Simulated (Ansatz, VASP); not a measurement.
# Two plane-wave programs on Cu

```xyz
2
Lattice="0.0000 2.6857 2.6857 2.6857 0.0000 2.6857 2.6857 2.6857 0.0000" Properties=species:S:1:pos:R:3 pbc="T T T"
Cu    0.6714    0.6714    0.6714
Cu    4.7000    4.7000    4.7000
```

Alike in both runs: task single point; functional RPBE; k mesh 11 × 11 × 11; occupations fermi-dirac, width 0.1 eV; no spin polarisation.

|  | VASP | Ansatz |
| --- | --- | --- |
| version | VASP 6.6.1 | Ansatz 0.2.0 |
| potentials or method | VASP PAW PBE potentials, release 64 (Cu), cutoff 520 eV | plane waves (420 eV) with PAW, scalar-relativistic |
| valence electrons in the cell | 22 | 38 |

|  | VASP | Ansatz | Ansatz less VASP |
| --- | --- | --- | --- |
| pressure (GPa) | 2.0 | 2.0 | +0.02 |

VASP's potentials were made for PBE, not for RPBE. VASP's potentials hold 22 valence electrons a cell and Ansatz's 38, so a difference there can come from the potentials and not from the codes.
